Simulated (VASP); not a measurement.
Runs of VASP 6.6.1 on HfN. The structure is that of space group I4/mmm (No. 139), or close to it. The cells are those of the table. 

```csv
cell,gap on the mesh (eV),pressure (GPa)
"a = 3.259, b = 3.259, c = 3.322 Å, angles 59.4, 59.4, 61.3°, 2 atoms",none,-14.9
"a = 3.264, b = 3.264, c = 3.450 Å, angles 58.1, 58.1, 63.8°, 2 atoms",none,-14.7
"a = 3.325, b = 3.325, c = 3.195 Å, angles 61.3, 61.3, 57.4°, 2 atoms",none,(a)
"a = 3.325, b = 3.325, c = 3.450 Å, angles 58.7, 58.7, 62.5°, 2 atoms",none,-25.6
"a = 3.197, b = 3.197, c = 3.322 Å, angles 58.7, 58.7, 62.6°, 2 atoms",none,(b)
"a = 3.205, b = 3.205, c = 3.450 Å, angles 57.4, 57.4, 65.1°, 2 atoms",none,1.7
"a = 3.387, b = 3.387, c = 3.450 Å, angles 59.4, 59.4, 61.2°, 2 atoms",none,-32.5
```

Alike in all rows: task single point; level PBE; potentials or basis VASP PAW PBE potentials, release 64 (Hf_pv, N); no spin polarisation; k mesh 18 × 18 × 18; cutoff (eV) 520; smearing gaussian 0.15 eV.

Q: Fill in the values left out.

A: (a) -12.4; (b) -2.9.

Caveats: spin-orbit coupling is left out, which moves the levels of the heavy elements; an odd number of electrons without spin polarisation forces a metal; a magnetic or distorted state may lie lower; the stress differs along the axes, from -20 to -6 GPa (at least some runs); the stress differs along the axes, from -28 to 13 GPa (at least some runs); the stress differs along the axes, from -27 to -5 GPa (at least some runs); the stress differs along the axes, from -32 to -13 GPa (at least some runs).

A k mesh can miss the band edges, and the runs leave out spin-orbit coupling on Hf.

A gap of «none» marks levels without a gap at the run's occupations.
